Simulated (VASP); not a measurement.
CsSnI3: single point with PBE

The system is CsSnI3.

```
Cs Sn I
1.0
     5.31028    0.00000    0.00000
     0.00000    5.31028    0.00000
     0.00000    0.00000    5.31028
Cs Sn I
1 1 3
Direct
  0.00000 0.00000 0.00000
  0.50000 0.50000 0.50000
  0.00000 0.50000 0.50000
  0.50000 0.00000 0.50000
  0.50000 0.50000 0.00000
```

```yaml
Program: VASP 6.6.1
Task: single point
Functional: PBE
Potentials_or_basis: VASP PAW PBE potentials, release 64 (Cs_sv, Sn_d, I)
Cutoff: 520 eV
k_mesh: 8 × 8 × 8
Occupations: gaussian, width 0.1 eV
Spin: no spin polarisation
Dipole_correction: no
Further_INCAR_settings: ALGO = Normal; EDIFF = 1e-07; NBANDS = 30
```

The pressure is 24.9 GPa and the band gap on the k mesh is zero (band 22 reaches 8.53 eV, above the bottom of band 23 at 8.07 eV).

Levels at points of the mesh, in eV from the Fermi level:
```csv
k point,band 20,band 21,band 22,band 23,band 24,band 25
"(0.00, 0.00, 0.00)",-3.55,-3.55,-3.55,1.02,1.02,1.28
"(0.50, 0.00, 0.00)",-4.11,-4.11,-1.26,0.48,2.41,2.44
"(0.50, 0.50, 0.00)",-3.81,-2.88,0.15,0.34,0.34,2.97
"(0.50, 0.50, 0.50)",-2.81,-2.81,-0.28,-0.28,-0.28,1.61
```

Wall time 2.4 min on 1 thread of Intel(R) Xeon(R) Platinum 8375C CPU @ 2.90GHz (Ice Lake) (shared host), peak memory 0.34 GiB.

Caveat: spin-orbit coupling is left out, which moves the levels of the heavy elements.
